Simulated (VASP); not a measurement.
# Ca (Fm-3m) in VASP: further runs, part 3 of 3

VASP 6.6.1. The steps go on from the part before.

**5. Single point, HSE06 (41.85 Å³/atom)**

This run uses another cell than the first one, of 41.85 Å³/atom.

Input file POSCAR:

```
Ca
1.0
    0.0000000000      2.7556259251      2.7556259251
    2.7556259251      0.0000000000      2.7556259251
    2.7556259251      2.7556259251      0.0000000000
Ca
1
Direct
    0.0000000000      0.0000000000      0.0000000000
```

Input file INCAR.step1:

```
SYSTEM = Ca
PREC     = Accurate       ! precision mode
ENCUT    = 520            ! plane-wave cutoff, eV
EDIFF    = 1E-5           ! SCF threshold, eV
ISMEAR   = 0              ! smearing method
SIGMA    = 0.05           ! smearing width, eV
LREAL    = .FALSE.        ! projectors in reciprocal space
LASPH    = .TRUE.         ! aspherical terms in the spheres
NELM     = 60             ! most SCF steps
ALGO     = Normal         ! electronic algorithm
ISIF     = 2              ! what is computed and relaxed
LWAVE    = .TRUE.         ! write WAVECAR
NBANDS   = 11             ! bands
GGA      = PE             ! functional
```

Input file INCAR.step2:

```
SYSTEM = Ca
PREC     = Accurate       ! precision mode
ENCUT    = 520            ! plane-wave cutoff, eV
EDIFF    = 1E-6           ! SCF threshold, eV
ISMEAR   = 0              ! smearing method
SIGMA    = 0.05           ! smearing width, eV
LREAL    = .FALSE.        ! projectors in reciprocal space
LASPH    = .TRUE.         ! aspherical terms in the spheres
NELM     = 60             ! most SCF steps
ALGO     = Normal         ! electronic algorithm
ISIF     = 2              ! what is computed and relaxed
LWAVE    = .FALSE.        ! write WAVECAR
LCHARG   = .TRUE.         ! write CHGCAR
GGA      = PE             ! functional
LHFCALC  = .TRUE.         ! exact exchange
HFSCREEN = 0.2079         ! screening, 1/A
PRECFOCK = Normal       
LELF     = .TRUE.         ! ELF
LVHAR    = .TRUE.       
NBANDS   = 11             ! bands
ISTART   = 1
```

Input file KPOINTS:

```
Automatic mesh
0
G
  6 6 6
  0 0 0
```

Potentials or basis: VASP PAW PBE potentials, release 64 (Ca_sv).

The run is started by

```
$ cat potpaw_PBE.64/Ca_sv/POTCAR > POTCAR
$ cp INCAR.step1 INCAR
$ mpirun -np 1 vasp_std > vasp.out
$ cp INCAR.step2 INCAR
$ mpirun -np 1 vasp_std > vasp.out
```

OUTCAR:

```text
SYSTEM = Ca
   PREC = Accurate
   ENCUT = 520
   EDIFF = 1E-6
   ISMEAR = 0
   LREAL = .FALSE.
   LASPH = .TRUE.
   NELM = 60
   ISIF = 2
   GGA = PE
   LHFCALC = .TRUE.
   HFSCREEN = 0.2079
   PRECFOCK = Normal
   ISTART = 1

 ion  position               nearest neighbor table
   1  0.000  0.000  0.000-

  LATTYP: Found a face centered cubic cell.
 ALAT       =     5.5112518502

  Lattice vectors:

 A1 = (   0.0000000000,   2.7556259251,   2.7556259251)
 A2 = (   2.7556259251,   0.0000000000,   2.7556259251)
 A3 = (   2.7556259251,   2.7556259251,   0.0000000000)

Analysis of symmetry for initial positions (statically):
=====================================================================
 Subroutine PRICEL returns:
 Original cell was already a primitive cell.

 Routine SETGRP: Setting up the symmetry group for a
 face centered cubic supercell.

 Subroutine GETGRP returns: Found 48 space group operations
 (whereof 48 operations were pure point group operations)
 out of a pool of 48 trial point group operations.

The static configuration has the point symmetry O_h .

Analysis of symmetry for dynamics (positions and initial velocities):
=====================================================================
 Subroutine PRICEL returns:
 Original cell was already a primitive cell.

 Routine SETGRP: Setting up the symmetry group for a
 face centered cubic supercell.

 Subroutine GETGRP returns: Found 48 space group operations
 (whereof 48 operations were pure point group operations)
 out of a pool of 48 trial point group operations.

The dynamic configuration has the point symmetry O_h .

 Subroutine INISYM returns: Found 48 space group operations
 (whereof 48 operations are pure point group operations),
 and found     1 'primitive' translations

----------------------------------------------------------------------------------------

                                     Primitive cell

[... 112 lines left out ...]
   HFSCREEN=    0.2079 screening length (either q_TF or 0.3 A-1)
   HFSCREENC=   0.2079 screening length for correlation (either q_TF or 0.3 A-1)
   ENCUTFOCK=  -1.0 apply spherical cutoff to Coloumb kernel
   IVDW    =     0    specifies the selected vdW correction
   LEPSILON=     F    determine dielectric tensor
   LRPA    =     F    only Hartree local field effects (RPA)
 non-spin polarized calculation
 Gauss-broadening in eV      SIGMA  =   0.05
  energy-cutoff  :      520.00
  volume of cell :       41.85
 maximum number of plane-waves:      1158
 NGX is ok and might be reduce to    30
  NGX = 24; NGY = 24; NGZ = 24

 number of electron      10.0000001 magnetization

 Free energy of the ion-electron system (eV)
  ---------------------------------------------------
  ext. energy  EPLUGINS =         0.00000000
  ---------------------------------------------------
  free energy    TOTEN  =        -1.80135747 eV

  energy without entropy =       -1.79989390  energy(sigma->0) =       -1.80062568

 E-fermi :   2.1404     XC(G=0):  -6.5325

 val. band max:        2.1248362338   @ k =  -0.3333   0.5000   0.1667
 cond. band min:       2.3161879780   @ k =   0.5000   0.1667   0.0000
 fundamental gap:      0.1913517442
 Fermi energy:         2.1403765057

 k-point     1 :       0.0000    0.0000    0.0000
  band No.  band energies     occupation
      1     -43.6062      2.00000
      2     -23.0283      2.00000
      3     -23.0283      2.00000
      4     -23.0283      2.00000
      5      -2.8066      2.00000
      6       5.3021      0.00000
      7       5.3021      0.00000
      8       5.3021      0.00000
      9       6.5275      0.00000
     10       6.5275      0.00000
     11      11.7432      0.00000
[... 197 lines left out ...]
 k-point    16 :      -0.3333    0.5000    0.1667
  band No.  band energies     occupation
      1     -43.5869      2.00000
      2     -23.1450      2.00000
      3     -23.1028      2.00000
      4     -23.0839      2.00000
      5       2.1248      1.33973
      6       3.0674      0.00000
      7       3.1382      0.00000
      8       5.7157      0.00000
      9       7.5669      0.00000
     10       7.9085      0.00000
     11       8.2120      0.00000

------------------------ aborting loop because EDIFF is reached ----------------------------------------

  FORCE on cell =-STRESS in cart. coord.  units (eV):
  Direction    XX          YY          ZZ          XY          YZ          ZX
  --------------------------------------------------------------------------------------
  -------------------------------------------------------------------------------------
  Total        0.1454719      0.1454719      0.1454719      0.0000000      0.0000000     -0.0000000
  in kB        5.5692796      5.5692796      5.5692796      0.0000000      0.0000000     -0.0000000
  external PRESSURE =       5.5692796 kB  Pullay stress =       0.0000000 kB

 VOLUME and BASIS-vectors are now :
 -----------------------------------------------------------------------------
  energy-cutoff  :      520.00
  volume of cell :       41.85
      direct lattice vectors                 reciprocal lattice vectors
     0.000000000  2.755625925  2.755625925    -0.181446979  0.181446979  0.181446979
     2.755625925  0.000000000  2.755625925     0.181446979 -0.181446979  0.181446979
     2.755625925  2.755625925  0.000000000     0.181446979  0.181446979 -0.181446979

 POSITION                                       TOTAL-FORCE (eV/Angst)
 -----------------------------------------------------------------------------------
      0.00000      0.00000      0.00000        -0.000000     -0.000000     -0.000000
 -----------------------------------------------------------------------------------
    total drift:                                0.000000      0.000000      0.000000

  FREE ENERGIE OF THE ION-ELECTRON SYSTEM (eV)
  ---------------------------------------------------
  free  energy   TOTEN  =        -1.8013574689 eV

  energy  without entropy=       -1.7998938999  energy(sigma->0) =       -1.80062568
```

OUTCAR.step1:

```text
SYSTEM = Ca
   PREC = Accurate
   ENCUT = 520
   EDIFF = 1E-5
   ISMEAR = 0
   LREAL = .FALSE.
   LASPH = .TRUE.
   NELM = 60
[... 430 lines left out ...]
 -----------------------------------------------------------------------------------
      0.00000      0.00000      0.00000         0.000000      0.000000      0.000000
 -----------------------------------------------------------------------------------
    total drift:                               -0.000000     -0.000000      0.000000

  FREE ENERGIE OF THE ION-ELECTRON SYSTEM (eV)
  ---------------------------------------------------
  free  energy   TOTEN  =        -1.9051657775 eV

  energy  without entropy=       -1.9023233439  energy(sigma->0) =       -1.90374456
```

OSZICAR.step1:

```text
N       E                     dE             d eps       ncg     rms          rms(c)
DAV:   1     0.675298355258E+02    0.67530E+02   -0.49829E+03   352   0.823E+02
DAV:   2    -0.379025139460E+00   -0.67909E+02   -0.67360E+02   388   0.203E+02
DAV:   3    -0.188399600234E+01   -0.15050E+01   -0.14882E+01   520   0.297E+01
DAV:   4    -0.191471204559E+01   -0.30716E-01   -0.30673E-01   447   0.395E+00
DAV:   5    -0.191638570296E+01   -0.16737E-02   -0.16734E-02   516   0.610E-01    0.229E+00
DAV:   6    -0.190813765171E+01    0.82481E-02   -0.11864E-02   431   0.119E+00    0.141E+00
DAV:   7    -0.190564244975E+01    0.24952E-02   -0.18041E-02   378   0.158E+00    0.117E-01
DAV:   8    -0.190515496779E+01    0.48748E-03   -0.22135E-03   391   0.447E-01    0.240E-02
DAV:   9    -0.190516584507E+01   -0.10877E-04   -0.12444E-04   521   0.851E-02    0.515E-03
DAV:  10    -0.190516577747E+01    0.67604E-07   -0.53091E-06   300   0.231E-02
   1 F= -.19051658E+01 E0= -.19037446E+01  d E =-.284243E-02
```

It took 7.6 min on 1 thread of Intel Xeon 6975P-C (Granite Rapids), shared host; peak memory 0.27 GiB.

What came out:

```
Free energy            : -1.8014 eV
Pressure               : 0.6 GPa
Band gap on the k mesh : zero (bands 5 and 6 overlap by 0.46 eV)
```

Levels at points of the mesh, in eV from the Fermi level:
```tsv
k point	band 2	band 3	band 4	band 5	band 6	band 7	band 8	band 9
(0.00, 0.00, 0.00)	-25.17	-25.17	-25.17	-4.95	3.16	3.16	3.16	4.39
(0.50, 0.00, 0.00)	-25.32	-25.19	-25.19	-1.03	-0.47	2.98	2.98	5.19
(0.50, 0.50, 0.00)	-25.31	-25.22	-25.22	-0.53	0.94	1.09	5.18	5.42
```

Caveat: the PAW data sets were made with another functional, which shifts forces and pressure a little.

**6. Single point, HSE06 (43.07 Å³/atom)**

This run uses another cell than the first one, of 43.07 Å³/atom.

Input file POSCAR:

```
Ca
1.0
    0.0000000000      2.7821816267      2.7821816267
    2.7821816267      0.0000000000      2.7821816267
    2.7821816267      2.7821816267      0.0000000000
Ca
1
Direct
    0.0000000000      0.0000000000      0.0000000000
```

Input file INCAR.step1:

```
SYSTEM = Ca
PREC = Accurate
ENCUT = 520
EDIFF = 1E-5
ISMEAR = 0
SIGMA = 0.05
LREAL = .False.
LASPH = .True.
NELM = 60
ALGO = Normal
ISIF = 2
LWAVE = .True.
LCHARG = .False.
GGA = PE
NBANDS = 11
```

Input file INCAR.step2:

```
SYSTEM = Ca
PREC = Accurate
ENCUT = 520
EDIFF = 1E-7
ISMEAR = 0
SIGMA = 0.05
LREAL = .False.
LASPH = .True.
NELM = 60
ALGO = Normal
ISIF = 2
LWAVE = .False.
LCHARG = .False.
GGA = PE
LHFCALC = .True.
HFSCREEN = 0.2079
PRECFOCK = Normal
ISTART = 1
NBANDS = 11
```

Input file KPOINTS:

```
regular mesh
0
Gamma
  6 6 6
  0 0 0
```

Potentials or basis: VASP PAW PBE potentials, release 64 (Ca_sv).

The run is started by

```
$ cat potpaw_PBE.64/Ca_sv/POTCAR > POTCAR
$ cp INCAR.step1 INCAR
$ mpirun -np 1 vasp_std > vasp.out
$ cp INCAR.step2 INCAR
$ mpirun -np 1 vasp_std > vasp.out
```

Run time: 7.5 min. Hardware: 1 thread of Intel Xeon 6975P-C (Granite Rapids), shared host; peak memory 0.28 GiB.

Results (log left out):

```
Free energy            : -1.8037 eV
Pressure               : 0.0 GPa
Band gap on the k mesh : zero (bands 5 and 6 overlap by 0.50 eV)
```

Levels at points of the mesh, in eV from the Fermi level:
| k point | band 2 | band 3 | band 4 | band 5 | band 6 | band 7 | band 8 | band 9 |
| --- | --- | --- | --- | --- | --- | --- | --- | --- |
| (0.00, 0.00, 0.00) | -25.27 | -25.27 | -25.27 | -4.91 | 3.09 | 3.09 | 3.09 | 4.28 |
| (0.50, 0.00, 0.00) | -25.40 | -25.28 | -25.28 | -1.05 | -0.52 | 2.92 | 2.92 | 5.06 |
| (0.50, 0.50, 0.00) | -25.39 | -25.31 | -25.31 | -0.52 | 0.86 | 1.07 | 5.04 | 5.28 |

Caveat: the PAW data sets were made with another functional, which shifts forces and pressure a little.

**7. The runs side by side**

| level | cell | grid for exact exchange (PRECFOCK) | share of exact exchange | screening parameter | gap on the mesh (eV) | pressure (GPa) |
| --- | --- | --- | --- | --- | --- | --- |
| PBE | a = 3.892 Å, angles 60.0°, 1 atom | - | - | - | none | 0.0 |
| PBE | a = 3.940 Å, angles 60.0°, 1 atom | - | - | - | none | -0.6 |
| HSE06 | a = 3.892 Å, angles 60.0°, 1 atom | Normal | 0.25 | 0.2079 1/Å | none | 0.6 |
| HSE06 | a = 3.897 Å, angles 60.0°, 1 atom | Normal | 0.25 | 0.2079 1/Å | none | 0.6 |
| HSE06 | a = 3.935 Å, angles 60.0°, 1 atom | Normal | 0.25 | 0.2079 1/Å | none | 0.0 |

Alike in all rows: task single point; potentials or basis VASP PAW PBE potentials, release 64 (Ca_sv); no spin polarisation; k mesh 6 × 6 × 6; cutoff (eV) 520; smearing gaussian 0.05 eV.

Caveats: the PAW data sets were made with another functional, which shifts forces and pressure a little (at least some runs).

Total energies depend on the potentials used, so only differences within one code and one set of settings carry meaning.
